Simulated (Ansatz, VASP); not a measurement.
HfB in VASP and in Ansatz

The input INCAR:

```
SYSTEM = HfB
PREC = Accurate
ENCUT = 520
EDIFF = 1E-6
ISMEAR = 0
SIGMA = 0.15
LREAL = .FALSE.
LASPH = .TRUE.
NELM = 100
ALGO = Normal
ISIF = 2
LWAVE = .FALSE.
LCHARG = .FALSE.
GGA = PS
NBANDS = 14
```

Contents of KPOINTS:

```
Automatic mesh
0
G
  18 18 18
  0 0 0
```

The input POSCAR:

```
HfB
1.0
    0.0000000000      2.3186625000      2.3186625000
    2.3100000000      0.0086625000      2.3100000000
    2.3100000000      2.3100000000      0.0086625000
Hf B
1 1
Direct
    0.5000000000      0.5000000000      0.5000000000
    0.0000000000      0.0000000000      0.0000000000
```

Input for Ansatz:

```yaml
crystal:
  lattice:
    - [0.0, 2.3186625, 2.3186625]
    - [2.31, 0.0086625, 2.31]
    - [2.31, 2.31, 0.0086625]
  atoms:
    - { symbol: Hf, position: [0.5, 0.5, 0.5] }
    - { symbol: B, position: [0.0, 0.0, 0.0] }
basis:
  ecutwfc: 420
kpoints:
  mp_grid: { grid: [18, 18, 18] }
hamiltonian:
  xc: pbesol
scf:
  occupations: { method: gaussian, width: 0.15 }
output:
  forces: true
  stress: true
  eigenvalues: true
```

Change from the starting cell: strain +0.0075 x Voigt [0, 0, 0, 1, 0, 0], atoms carried along.

Alike in both runs: task single point; functional PBEsol; k mesh 18 × 18 × 18; occupations gaussian, width 0.15 eV; no spin polarisation.

```csv
,VASP,Ansatz
version,VASP 6.6.1,Ansatz 0.2.0
potentials or method,"VASP PAW PBE potentials, release 64 (Hf_pv, B), cutoff 520 eV","scalar-relativistic, plane waves, PAW"
valence electrons in the cell,13,29
```

|  | VASP | Ansatz | Ansatz less VASP |
| --- | --- | --- | --- |
| gap on the k mesh at the Fermi level (eV) | none | none | - |
| pressure (GPa) | 24.6 | 23.5 | -1.07 |
| traceless stress, the component that is largest in VASP (GPa) | -0.44 | -0.46 | -0.025 |

VASP's potentials were made for PBE, not for PBEsol. A gap of «none» marks a metal or a gap that the smearing closes. The functional is the same, so the differences come from potentials, cutoffs and numerics. VASP's potentials hold 13 valence electrons a cell and Ansatz's 29, so a difference there can come from the potentials and not from the codes.

Neither program's run includes spin-orbit coupling.
